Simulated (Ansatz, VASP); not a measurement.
**One calculation of CdS, two programs**

```xyz
2
Lattice="0.0000 2.9430 2.9430 2.9430 0.0000 2.9430 2.9430 2.9430 0.0000" Properties=species:S:1:pos:R:3 pbc="T T T"
Cd    0.0000    0.0000    0.0000
S     4.4144    4.4144    4.4144
```

Alike in both runs: functional PBEsol; k mesh 8 × 8 × 8; occupations fermi-dirac, width 0.03 eV; no spin polarisation.

Ansatz relaxed the structure, and its values are those at the end. VASP's run is a single point on that final structure, the one shown.

|  | VASP | Ansatz |
| --- | --- | --- |
| version | VASP 6.6.1 | Ansatz 0.2.0 |
| potentials or method | VASP PAW PBE potentials, release 64 (Cd, S) | PAW with Ansatz's default frozen-core files, scalar-relativistic |
| plane-wave cutoff (eV) | 520 | 420 |
| valence electrons in the cell | 18 | 26 |

VASP gave:

| Quantity | Value |
| --- | --- |
| pressure (GPa) | -1.5 |

Task: What did Ansatz give for the same quantities?

Result: Pressure (GPa): -1.8.

VASP's potentials were made for PBE, not for PBEsol. VASP's potentials hold 18 valence electrons a cell and Ansatz's 26, so a difference there can come from the potentials and not from the codes. Ansatz's warnings: stress scf threshold loose.
